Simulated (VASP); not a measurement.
## Co: single point with PBE

Co:

```
Co
1.0
     3.59790    1.79895    1.79895
     1.79895    3.59790    1.79895
     1.79895    1.79895    3.59790
Co
2
Direct
  0.00000 0.00000 0.00000
  0.50000 0.50000 0.50000
```

```
Program                : VASP 6.6.1
Task                   : single point
Functional             : PBE
Potentials or basis    : VASP PAW PBE potentials, release 64 (Co)
Cutoff                 : 520 eV
k mesh                 : 11 × 11 × 11
Occupations            : gaussian, width 0.1 eV
Spin                   : collinear spin, ferromagnetic start
Starting moments       : [0.09, 0.09] μB
Dipole correction      : no
Further INCAR settings : ALGO = Normal; EDIFF = 1e-06; NBANDS = 20
```

| Property | Result |
| --- | --- |
| Pressure | -23.4 GPa |
| Band gap on the k mesh | zero (filled and empty bands overlap) |
| Net moment | 0.00 μB per cell |
| Valence electrons inside the program's atomic spheres | Co 8.14 |

Stress tensor (GPa, compression positive):
```
-23.42  -0.11  -0.11
 -0.11 -23.42  -0.11
 -0.11  -0.11 -23.42
```

Levels at points of the mesh, in eV from the Fermi level:
Spin up:
```
           k point  band 5  band 6  band 7  band 8  band 9  band 10  band 11  band 12  band 13  band 14
(0.00, 0.00, 0.00)   -1.61   -1.61   -1.61   -0.48   -0.48     0.03     0.28     0.28     6.25    21.19
```
Spin down:
| k point | band 6 | band 7 | band 8 | band 9 | band 10 | band 11 | band 12 | band 13 |
| --- | --- | --- | --- | --- | --- | --- | --- | --- |
| (0.00, 0.00, 0.00) | -1.61 | -1.61 | -0.48 | -0.48 | 0.03 | 0.27 | 0.27 | 6.25 |

Wall time 2.2 min on 1 thread of Intel(R) Xeon(R) 6975P-C (Granite Rapids), with other jobs on the host, peak memory 0.3 GiB.
